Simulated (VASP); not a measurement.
# ZnIr2O4 (Fd-3m) in VASP: single point with LDA

Aim: the single point of ZnIr2O4 with LDA.

Program: VASP 6.6.1. These are calculated values, not measurements. Logs are shortened: lines on timing, memory, paths and dates and some standing lists are left out, and cuts for length are marked.

**1. The cell of the first run**

The structure is cubic, space group Fd-3m (No. 227). Conventional cell: a = 8.529 Å, b = 8.529 Å, c = 8.529 Å, α = 90.00°, β = 90.00°, γ = 90.00°. Within 2.7 Å of Zn (site symmetry -43m) lie 4 O at 2.00 Å. Ir (site symmetry -3m) has 6 O at 2.04 Å within 2.7 Å. O (site symmetry 3m) has 1 Zn at 2.00 Å and 3 Ir at 2.04 Å and 3 O at 2.76 Å within 2.8 Å.

**2. Single point, LDA**

INCAR

```
ALGO = Normal
EDIFF = 1E-7
ENCUT = 520
ISIF = 2
ISMEAR = 0
LASPH = True
LCHARG = False
LREAL = False
LWAVE = False
NBANDS = 67
NELM = 60
PREC = Accurate
SIGMA = 0.02
```

KPOINTS

```
k-points
0
Gamma
  8 8 8
```

POSCAR

```
ZnIr2O4
1.0
    0.0000000000      4.2642816552      4.2642816552
    4.2642816552      0.0000000000      4.2642816552
    4.2642816552      4.2642816552      0.0000000000
Zn Ir O
2 4 8
Direct
    0.7500000000      0.7500000000      0.7500000000
    0.5000000000      0.5000000000      0.5000000000
    0.1250000000      0.1250000000      0.6250000000
    0.1250000000      0.6250000000      0.1250000000
    0.6250000000      0.1250000000      0.1250000000
    0.1250000000      0.1250000000      0.1250000000
    0.3642753655      0.3642753655      0.9071739034
    0.3642753655      0.9071739034      0.3642753655
    0.9071739034      0.3642753655      0.3642753655
    0.3642753655      0.3642753655      0.3642753655
    0.8857246345      0.8857246345      0.3428260966
    0.8857246345      0.3428260966      0.8857246345
    0.3428260966      0.8857246345      0.8857246345
    0.8857246345      0.8857246345      0.8857246345
```

Potentials or basis: VASP PAW LDA potentials, release 64 (Zn, Ir, O).

Command:

```console
> cat potpaw_LDA.64/Zn/POTCAR potpaw_LDA.64/Ir/POTCAR potpaw_LDA.64/O/POTCAR > POTCAR
> mpirun -np 1 vasp_std > vasp.out
```

OUTCAR:

```text
EDIFF = 1E-7
   ENCUT = 520
   ISIF = 2
   ISMEAR = 0
   LASPH = True
   LREAL = False
   NELM = 60
   PREC = Accurate

 ion  position               nearest neighbor table
   1  0.750  0.750  0.750-  11 2.00  12 2.00  13 2.00  14 2.00
   2  0.500  0.500  0.500-   7 2.00   8 2.00   9 2.00  10 2.00
   3  0.125  0.125  0.625-  10 2.04  14 2.04   8 2.04  12 2.04  13 2.04   9 2.04   6 3.02   4 3.02
                             5 3.02   6 3.02   4 3.02   5 3.02
   4  0.125  0.625  0.125-  10 2.04  14 2.04  13 2.04   9 2.04   7 2.04  11 2.04   6 3.02   3 3.02
                             3 3.02   5 3.02   6 3.02   5 3.02
   5  0.625  0.125  0.125-  10 2.04  14 2.04  12 2.04   8 2.04   7 2.04  11 2.04   6 3.02   3 3.02
                             4 3.02   3 3.02   4 3.02   6 3.02
   6  0.125  0.125  0.125-   7 2.04   8 2.04   9 2.04  11 2.04  12 2.04  13 2.04   3 3.02   4 3.02
                             5 3.02   3 3.02   4 3.02   5 3.02
   7  0.364  0.364  0.907-   2 2.00   6 2.04   5 2.04   4 2.04
   8  0.364  0.907  0.364-   2 2.00   6 2.04   5 2.04   3 2.04
   9  0.907  0.364  0.364-   2 2.00   6 2.04   4 2.04   3 2.04
  10  0.364  0.364  0.364-   2 2.00   3 2.04   4 2.04   5 2.04
  11  0.886  0.886  0.343-   1 2.00   6 2.04   5 2.04   4 2.04
  12  0.886  0.343  0.886-   1 2.00   6 2.04   5 2.04   3 2.04
  13  0.343  0.886  0.886-   1 2.00   6 2.04   4 2.04   3 2.04
  14  0.886  0.886  0.886-   1 2.00   3 2.04   4 2.04   5 2.04

  LATTYP: Found a face centered cubic cell.
 ALAT       =     8.5285633104

  Lattice vectors:

 A1 = (   0.0000000000,   4.2642816552,   4.2642816552)
 A2 = (   4.2642816552,   0.0000000000,   4.2642816552)
 A3 = (   4.2642816552,   4.2642816552,   0.0000000000)

Analysis of symmetry for initial positions (statically):
=====================================================================
 Subroutine PRICEL returns:
 Original cell was already a primitive cell.

 Routine SETGRP: Setting up the symmetry group for a
 face centered cubic supercell.

 Subroutine GETGRP returns: Found 48 space group operations
 (whereof 24 operations were pure point group operations)
 out of a pool of 48 trial point group operations.

The static configuration has the point symmetry T_d .
 The point group associated with its full space group is O_h .

Analysis of symmetry for dynamics (positions and initial velocities):
=====================================================================
 Subroutine PRICEL returns:
 Original cell was already a primitive cell.

 Routine SETGRP: Setting up the symmetry group for a
 face centered cubic supercell.

 Subroutine GETGRP returns: Found 48 space group operations
 (whereof 24 operations were pure point group operations)
 out of a pool of 48 trial point group operations.

The dynamic configuration has the point symmetry T_d .
 The point group associated with its full space group is O_h .

 Subroutine INISYM returns: Found 48 space group operations
 (whereof 24 operations are pure point group operations),
 and found     1 'primitive' translations

----------------------------------------------------------------------------------------

                                     Primitive cell

  volume of cell :     155.0842

  direct lattice vectors                    reciprocal lattice vectors
     0.000000000  4.264281655  4.264281655    -0.117253043  0.117253043  0.117253043
     4.264281655  0.000000000  4.264281655     0.117253043 -0.117253043  0.117253043
     4.264281655  4.264281655  0.000000000     0.117253043  0.117253043 -0.117253043

  length of vectors
     6.030604951  6.030604951  6.030604951     0.203088228  0.203088228  0.203088228

  position of ions in fractional coordinates (direct lattice)
     0.750000000  0.750000000  0.750000000
     0.500000000  0.500000000  0.500000000
     0.125000000  0.125000000  0.625000000
     0.125000000  0.625000000  0.125000000
     0.625000000  0.125000000  0.125000000
     0.125000000  0.125000000  0.125000000
     0.364275365  0.364275365  0.907173903
[... 32 lines left out ...]

 Generating k-lattice:

  Cartesian coordinates                     Fractional coordinates (reciprocal lattice)
    -0.014656630  0.014656630  0.014656630     0.125000000  0.000000000  0.000000000
     0.014656630 -0.014656630  0.014656630     0.000000000  0.125000000  0.000000000
     0.014656630  0.014656630 -0.014656630     0.000000000  0.000000000  0.125000000

  Length of vectors
     0.025386028  0.025386028  0.025386028

  Shift w.r.t. Gamma in fractional coordinates (k-lattice)
     0.000000000  0.000000000  0.000000000

 Subroutine IBZKPT returns following result:
 ===========================================

 Found     29 irreducible k-points:

 Following reciprocal coordinates:
            Coordinates               Weight
  0.000000  0.000000  0.000000      1.000000
  0.125000  0.000000  0.000000      8.000000
  0.250000  0.000000  0.000000      8.000000
  0.375000  0.000000  0.000000      8.000000
  0.500000  0.000000  0.000000      4.000000
  0.125000  0.125000  0.000000      6.000000
[... 16 lines left out ...]
  0.500000  0.250000  0.125000     48.000000
 -0.375000  0.250000  0.125000     24.000000
 [... further k-points ...]
   k-points           NKPTS =     29   k-points in BZ     NKDIM =     29   number of bands    NBANDS=     67
   number of dos      NEDOS =    301   number of ions     NIONS =     14
   total plane-waves  NPLWV = 110592
   dimension x,y,z NGX =    48 NGY =   48 NGZ =   48
   dimension x,y,z NGXF=    96 NGYF=   96 NGZF=   96
   ions per type =               2   4   8
   NGX,Y,Z   is equivalent  to a cutoff of  13.23, 13.23, 13.23 a.u.
   NGXF,Y,Z  is equivalent  to a cutoff of  26.46, 26.46, 26.46 a.u.
 SYSTEM =  unknown system
   PREC   = accura    normal or accurate (medium, high low for compatibility)
   ISTART =      0    job   : 0-new  1-cont  2-samecut
   ICHARG =      2    charge: 1-file 2-atom 10-const
   ISPIN  =      1    spin polarized calculation?
   LNONCOLLINEAR =      F non collinear calculations
   LSORBIT =      F    spin-orbit coupling
   LASPH  =      T    aspherical Exc in radial PAW
   ENCUT  =  520.0 eV  38.22 Ry    6.18 a.u.  11.21 11.21 11.21*2*pi/ulx,y,z
   NELM   =     60;   NELMIN=  2; NELMDL= -5     # of ELM steps
   EDIFF  = 0.1E-06   stopping-criterion for ELM
   LREAL  =      F    real-space projection
   EDIFFG = 0.1E-05   stopping-criterion for IOM
   NSW    =      0    number of steps for IOM
   IBRION =     -1    ionic relax: 0-MD 1-quasi-New 2-CG
   NFREE  =      0    steps in history (QN), initial steepest desc. (CG)
   ISIF   =      2    stress and relaxation
   ISYM   =      2    0-nonsym 1-usesym 2-fastsym
   POTIM  = 0.5000    time-step for ionic-motion
   TEBEG  =    0.0;   TEEND  =   0.0 temperature during run
   PSTRESS=    0.0 pullay stress
   NELECT =     108.0000    total number of electrons
   NUPDOWN=      -1.0000    fix difference up-down
   EMIN   =  10.00;   EMAX   =-10.00  energy-range for DOS
   EFERMI =   0.00;   METHOD = LEGACY
   ISMEAR =     0;   SIGMA  =   0.02  broadening in eV -4-tet -1-fermi 0-gaus
   EFERMI_NEDOS =   21; number of points for ismear=-14 and -15
   IALGO  =     38    algorithm
   IMIX   =      4    mixing-type and parameters
     AMIX     =   0.40;   BMIX     =  1.00
     AMIX_MAG =   1.60;   BMIX_MAG =  1.00
  volume/ion in A,a.u.               =      11.08        74.75
  Fermi-wavevector in a.u.,A,eV,Ry     =   1.451087  2.742157 28.649166  2.105654
  Thomas-Fermi vector in A             =   2.568625
   LORBIT       =      0    0 simple, 1 ext, 2 COOP (PROOUT), +10 PAW based schemes
   GGA     = CA    functional components
   LHFCALC =     F    Hartree Fock is set to
   AEXX    =    0.0000 exact exchange contribution
   IVDW    =     0    specifies the selected vdW correction
   LEPSILON=     F    determine dielectric tensor
   LRPA    =     F    only Hartree local field effects (RPA)
 non-spin polarized calculation
 Gauss-broadening in eV      SIGMA  =   0.02
  energy-cutoff  :      520.00
  volume of cell :      155.08
 maximum number of plane-waves:      4279
 NGX is ok and might be reduce to    48
   NGX = 23   NGY = 23   NGZ = 23

 number of electron     108.0000016 magnetization

 Free energy of the ion-electron system (eV)
  ---------------------------------------------------
  ext. energy  EPLUGINS =         0.00000000
  ---------------------------------------------------
  free energy    TOTEN  =      -100.44271691 eV

  energy without entropy =     -100.44271691  energy(sigma->0) =     -100.44271691

 E-fermi :   5.9317     XC(G=0): -12.3754

 val. band max:        5.7863806236   @ k =  -0.2500   0.5000   0.2500
 cond. band min:       6.4375822971   @ k =   0.0000   0.0000   0.0000
 fundamental gap:      0.6512016735
 Fermi energy:         5.9316754167

 k-point     1 :       0.0000    0.0000    0.0000
  band No.  band energies     occupation
      1     -15.2597      2.00000
      2     -14.1754      2.00000
      3     -14.1754      2.00000
      4     -14.1753      2.00000
      5     -13.7103      2.00000
      6     -13.5392      2.00000
[... 1645 lines left out ...]
     65      11.2813      0.00000
     66      11.8358      0.00000

 [... further k-points ...]

 [bands above 66 left out]

------------------------ aborting loop because EDIFF is reached ----------------------------------------

  FORCE on cell =-STRESS in cart. coord.  units (eV):
  Direction    XX          YY          ZZ          XY          YZ          ZX
  --------------------------------------------------------------------------------------
  -------------------------------------------------------------------------------------
  Total        2.6814239      2.6814239      2.6814239      0.0000000     -0.0000000      0.0000000
  in kB       27.7018267     27.7018267     27.7018267      0.0000000     -0.0000000      0.0000000
  external PRESSURE =      27.7018267 kB  Pullay stress =       0.0000000 kB

 VOLUME and BASIS-vectors are now :
 -----------------------------------------------------------------------------
  energy-cutoff  :      520.00
  volume of cell :      155.08
      direct lattice vectors                 reciprocal lattice vectors
     0.000000000  4.264281655  4.264281655    -0.117253043  0.117253043  0.117253043
     4.264281655  0.000000000  4.264281655     0.117253043 -0.117253043  0.117253043
     4.264281655  4.264281655  0.000000000     0.117253043  0.117253043 -0.117253043

 POSITION                                       TOTAL-FORCE (eV/Angst)
 -----------------------------------------------------------------------------------
      6.39642      6.39642      6.39642         0.000000      0.000000      0.000000
      4.26428      4.26428      4.26428         0.000000      0.000000      0.000000
      3.19821      3.19821      1.06607         0.000000      0.000000      0.000000
      3.19821      1.06607      3.19821         0.000000      0.000000      0.000000
      1.06607      3.19821      3.19821         0.000000      0.000000      0.000000
      1.06607      1.06607      1.06607         0.000000      0.000000      0.000000
      5.42182      5.42182      3.10675        -0.105808     -0.105808      0.105808
      5.42182      3.10675      5.42182        -0.105808      0.105808     -0.105808
      3.10675      5.42182      5.42182         0.105808     -0.105808     -0.105808
      3.10675      3.10675      3.10675         0.105808      0.105808      0.105808
      5.23889      5.23889      7.55396         0.105808      0.105808     -0.105808
      5.23889      7.55396      5.23889         0.105808     -0.105808      0.105808
      7.55396      5.23889      5.23889        -0.105808      0.105808      0.105808
      7.55396      7.55396      7.55396        -0.105808     -0.105808     -0.105808
 -----------------------------------------------------------------------------------
    total drift:                               -0.000000     -0.000000      0.000000

  FREE ENERGIE OF THE ION-ELECTRON SYSTEM (eV)
  ---------------------------------------------------
  free  energy   TOTEN  =      -100.4427169125 eV

  energy  without entropy=     -100.4427169125  energy(sigma->0) =     -100.44271691
```

Wall time 5.1 min (1 thread of Intel Xeon Platinum 8488C (Sapphire Rapids), shared host); peak memory 0.41 GiB.

Results:

| Quantity | Value |
| --- | --- |
| Free energy | -100.4427 eV |
| Pressure | 2.8 GPa |
| Largest force | 0.183 eV/Å |
| Band gap on the k mesh | 0.65 eV (least direct gap 0.72 eV) |

Forces on the atoms (eV/Å):
```
Zn   0.000  0.000  0.000
Zn   0.000  0.000  0.000
Ir   0.000  0.000  0.000
Ir   0.000  0.000  0.000
Ir   0.000  0.000  0.000
Ir   0.000  0.000  0.000
O   -0.106 -0.106  0.106
O   -0.106  0.106 -0.106
O    0.106 -0.106 -0.106
O    0.106  0.106  0.106
O    0.106  0.106 -0.106
O    0.106 -0.106  0.106
O   -0.106  0.106  0.106
O   -0.106 -0.106 -0.106
```

Levels at points of the mesh, in eV from the valence-band top:
```tsv
k point	band 51	band 52	band 53	band 54	band 55	band 56	band 57	band 58
(0.00, 0.00, 0.00)	-0.12	-0.07	-0.07	-0.07	0.65	2.84	2.84	2.84
(0.50, 0.00, 0.00)	-0.46	-0.13	-0.10	-0.10	2.20	2.46	2.46	2.55
(0.50, 0.50, 0.00)	-0.15	-0.15	-0.01	-0.01	0.82	0.82	2.01	2.01
```

Caveat: spin-orbit coupling is left out, which moves the levels of the heavy elements. A k mesh can miss the band edges.
